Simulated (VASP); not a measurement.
Runs of VASP 6.6.1 on AlNi. The structure is that of space group Pm-3m (No. 221), or close to it. The cells are those of the table. 

| level | potentials or basis | cell | gap on the mesh (eV) | pressure (GPa) |
| --- | --- | --- | --- | --- |
| PBE | VASP PAW PBE potentials, release 64 (Al, Ni) | a = 2.889, b = 2.889, c = 2.901 Å, 2 atoms | none | (a) |
| PBEsol | VASP PAW PBE potentials, release 64 (Al, Ni) | a = 2.859, b = 2.859, c = 2.869 Å, 2 atoms | none | -0.1 |
| LDA | VASP PAW LDA potentials, release 64 (Al, Ni) | a = 2.829, b = 2.829, c = 2.840 Å, 2 atoms | none | 0.3 |
| r2SCAN | VASP PAW PBE potentials, release 64 (Al, Ni) | a = 2.860, b = 2.860, c = 2.870 Å, 2 atoms | none | -0.2 |

Alike in all rows: task single point; no spin polarisation; k mesh 16 × 16 × 14; cutoff (eV) 520; smearing gaussian 0.1 eV.

**Question.** Fill in the values left out.

**Answer.** (a) 0.0.

Caveats: the PAW data sets were made with another functional, which shifts forces and pressure a little (at least some runs).

A gap of «none» marks levels without a gap at the run's occupations.
